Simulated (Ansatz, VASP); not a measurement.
## One calculation of Re, two programs

File INCAR:

```
  ALGO = Normal
  EDIFF = 1E-6
  ENCUT = 520
  GGA = PE
  ISIF = 2
  ISMEAR = -1
  LASPH = T
  LCHARG = F
  LREAL = F
  LWAVE = F
  NBANDS = 18
  NELM = 100
  PREC = Accurate
  SIGMA = 0.08
```

The input KPOINTS:

```
k-points
0
Gamma
  9 9 13
```

File POSCAR:

```
Re
1.0
    4.3825600773      0.0000000000      0.0000000000
   -2.1912800386      3.7954083606      0.0000000000
    0.0000000000      0.0000000000      2.7409928894
Re
3
Direct
    0.0000000000      0.0000000000      0.0000000000
    0.3333333333      0.6666666667      0.5000000000
    0.6666666667      0.3333333333      0.5000000000
```

Input for Ansatz:

```yaml
crystal:
  lattice:
    - [4.3825600773, 0.0, 0.0]
    - [-2.1912800386, 3.7954083606, 0.0]
    - [0.0, 0.0, 2.7409928894]
  atoms:
    - { symbol: Re, position: [0.0, 0.0, 0.0] }
    - { symbol: Re, position: [0.3333333333, 0.6666666667, 0.5] }
    - { symbol: Re, position: [0.6666666667, 0.3333333333, 0.5] }
kpoints:
  mp_grid: { grid: [9, 9, 13] }
  band_path:
    path:
      - [0.0, 0.0, 0.0]
      - [0.5, 0.0, 0.0]
      - [0.3333333333, 0.3333333333, 0.0]
      - [0.0, 0.0, 0.0]
      - [0.0, 0.0, 0.5]
      - [0.5, 0.0, 0.5]
      - [0.3333333333, 0.3333333333, 0.5]
      - [0.0, 0.0, 0.5]
      - [0.5, 0.0, 0.5]
    npoints: 8
scf:
  occupations: { method: fermi_dirac, width: 0.08 }
hamiltonian:
  xc: pbe
  pseudopotentials: { kind: paw }
output:
  forces: true
  stress: true
  eigenvalues: true
  populations: true
  dos: { projected: true, de: 0.2, e_range: [-14, 8] }
```

Change from the starting cell: volume scaled by 1, PAW files.

Alike in both runs: task single point; functional PBE; k mesh 9 × 9 × 13; occupations fermi-dirac, width 0.08 eV; no spin polarisation.

|  | VASP | Ansatz |
| --- | --- | --- |
| version | VASP 6.6.1 | Ansatz 0.2.0 |
| potentials or method | VASP PAW PBE potentials, release 64 (Re) | PAW with Ansatz's default frozen-core files, scalar-relativistic |
| plane-wave cutoff (eV) | 520 | 420 |
| valence electrons in the cell | 21 | 45 |

Ansatz gave:

| Quantity | Value |
| --- | --- |
| pressure (GPa) | 0.0 |
| traceless stress, the component that is largest in VASP (GPa) | -0.01 |

Problem. What did VASP give for the same quantities?

Solution. Pressure (GPa): -0.8; traceless stress, the component that is largest in VASP (GPa): 0.52.

With one functional, cell and mesh, what is left measures potentials, basis and numerics. VASP's potentials hold 21 valence electrons a cell and Ansatz's 45, so a difference there can come from the potentials and not from the codes.

Neither program's run includes spin-orbit coupling.
